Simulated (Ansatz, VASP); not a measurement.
## One calculation of CdO, two programs

File POSCAR:

```
CdO
1.0
    0.0000000000      2.3049674669      2.3049674669
    2.3049674669      0.0000000000      2.3049674669
    2.3049674669      2.3049674669      0.0000000000
Cd O
1 1
Direct
    0.0000000000      0.0000000000      0.0000000000
    0.5000000000      0.5000000000      0.5000000000
```

Contents of INCAR.step1:

```
SYSTEM = CdO
  PREC = Accurate
  ENCUT = 660
  ISMEAR = -1
  SIGMA = 0.02
  LREAL = .False.
  LASPH = .True.
  NELM = 120
  NBANDS = 16
  GGA = PE
  ALGO = Normal
  EDIFF = 1E-5
  LWAVE = .True.
  LCHARG = .False.
  GGA_COMPAT = .False.
```

INCAR.step2

```
SYSTEM = CdO
  PREC = Accurate
  ENCUT = 660
  EDIFF = 1E-6
  ISMEAR = -1
  SIGMA = 0.02
  LREAL = .False.
  LASPH = .True.
  NELM = 120
  ALGO = Normal
  ISIF = 2
  LWAVE = .False.
  LCHARG = .True.
  METAGGA = R2SCAN
  LMIXTAU = .True.
  LELF = .True.
  LVHAR = .True.
  NBANDS = 16
  ISTART = 1
  GGA_COMPAT = .False.
```

KPOINTS

```
Automatic mesh
0
Gamma
  8 8 8
  0 0 0
```

Input for Ansatz:

```yaml
crystal:
  lattice:
    - [0.0, 2.3049674669, 2.3049674669]
    - [2.3049674669, 0.0, 2.3049674669]
    - [2.3049674669, 2.3049674669, 0.0]
  atoms:
    - { symbol: Cd, position: [0.0, 0.0, 0.0] }
    - { symbol: O, position: [0.5, 0.5, 0.5] }
kpoints:
  mp_grid: { grid: [8, 8, 8] }
hamiltonian:
  xc: r2scan
scf:
  occupations: { method: fermi_dirac, width: 0.02 }
  n_extra_bands: 4
output:
  forces: true
  stress: true
  eigenvalues: true
```

Alike in both runs: task single point; functional r2SCAN; k mesh 8 × 8 × 8; occupations fermi-dirac, width 0.02 eV; no spin polarisation.

|  | VASP | Ansatz |
| --- | --- | --- |
| version | VASP 6.6.1 | Ansatz 0.2.0 |
| potentials or method | VASP PAW PBE potentials, release 64 (Cd, O) | plane waves, PAW |
| plane-wave cutoff (eV) | 660 | 500 |
| valence electrons in the cell | 18 | 26 |

|  | VASP | Ansatz | Ansatz less VASP |
| --- | --- | --- | --- |
| pressure (GPa) | 12.7 | 10.6 | -2.13 |

VASP's potentials were made for PBE, not for r2SCAN. VASP's potentials hold 18 valence electrons a cell and Ansatz's 26, so a difference there can come from the potentials and not from the codes.
